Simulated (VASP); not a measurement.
Runs of VASP 6.6.1 on Se. The structure is that of space group Pm-3m (No. 221), or close to it. The cells are those of the table. 

```tsv
task	cell	cutoff (eV)	gap on the mesh (eV)	pressure (GPa)
single point	a = 2.551 Å, 1 atom	520	none	(a)
relaxation of cell and atoms	relaxed to 36 GPa from a = 2.550 Å, 1 atom	600	none	36.0
single point	a = 2.550 Å, 1 atom	520	none	36.8
relaxation of cell and atoms	relaxed to 36 GPa from a = 2.503 Å, 1 atom	600	none	36.0
```

Alike in all rows: level LDA; potentials or basis VASP PAW LDA potentials, release 64 (Se); no spin polarisation; k mesh 15 × 15 × 15; smearing fermi-dirac 0.1 eV.

Question: Fill in the values left out.

Answer: (a) 36.7.

Caveats: the cell is relaxed towards a set pressure, so the enthalpy falls and the energy may rise (some runs).

A k mesh can miss the band edges, and the runs leave out spin-orbit coupling on Se.

A gap of «none» marks levels without a gap at the run's occupations.
